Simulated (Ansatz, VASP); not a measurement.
**CaTl2Bi2: VASP beside Ansatz**

```
CELL_PARAMETERS angstrom
5.12978 0.00000 0.00000
-2.56489 4.44252 0.00000
0.00000 0.00000 8.30913
ATOMIC_POSITIONS crystal
Ca 0.00000 0.00000 0.00000
Tl 0.33333 0.66667 0.62840
Tl 0.66667 0.33333 0.37160
Bi 0.33333 0.66667 0.19766
Bi 0.66667 0.33333 0.80234
```

Alike in both runs: functional r2SCAN; k mesh 6 × 6 × 4; occupations methfessel-paxton of order 1, width 0.1776 eV; no spin polarisation.

Ansatz relaxed the structure, and its values are those at the end. VASP's run is a single point on that final structure, the one shown.

```csv
,VASP,Ansatz
version,VASP 6.6.1,Ansatz 0.2.0
potentials or method,"VASP PAW PBE potentials, release 64 (Ca_sv, Tl_d, Bi_d), cutoff 520 eV",PAW plane waves
valence electrons in the cell,66,66
```

|  | VASP | Ansatz | Ansatz less VASP |
| --- | --- | --- | --- |
| pressure (GPa) | -2.0 | -2.0 | +0.01 |
| rms of the force components (eV/Å) | 0.010 | 0.011 | +0.0013 |

VASP's potentials were made for PBE, not for r2SCAN. Ansatz's warnings: stress scf threshold loose, structure snapped to symmetry.

Spin-orbit coupling is off throughout.
